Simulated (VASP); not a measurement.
Input of a VASP 6.6.1 run:

INCAR

```
ALGO = Normal
EDIFF = 1E-6
ENCUT = 500
GGA = PE
GGA_COMPAT = False
ISIF = 2
ISMEAR = 0
LASPH = True
LCHARG = False
LREAL = False
LWAVE = False
NBANDS = 23
NELM = 120
PREC = Accurate
SIGMA = 0.15
```

Contents of KPOINTS:

```
k-points
0
Gamma
  4 4 4
```

File POSCAR:

```
Ga2S
1.0
    1.9226067297      1.1100175151      6.0441138892
   -1.9226067297      1.1100175151      6.0441138892
    0.0000000000     -2.2200350237      6.0441138903
Ga S
2 1
Direct
    0.0350845087      0.0350845087      0.0350845087
    0.8667813868      0.8667813868      0.8667813868
    0.4509494845      0.4509494845      0.4509494845
```

Potentials or basis: VASP PAW PBE potentials, release 64 (Ga_d, S).

The run is started by

```sh
$ cat potpaw_PBE.64/Ga_d/POTCAR potpaw_PBE.64/S/POTCAR > POTCAR
$ mpirun -np 1 vasp_std > vasp.out
```

Question: What does it give for the largest force?

Answer: 0.016 eV/Å.

Question: What does it give for the band gap on the k mesh?

Answer: Zero (bands 16 and 17 overlap by 1.14 eV).

Question: Estimate the pressure.

Answer: -0.1 GPa.

Forces on the atoms (eV/Å):
```
Ga   0.000  0.000  0.016
Ga   0.000  0.000 -0.015
S    0.000  0.000 -0.001
```

Caveat: the k points lie up to 0.48 Å⁻¹ apart, too coarse for converged energies and pressures of a metal.
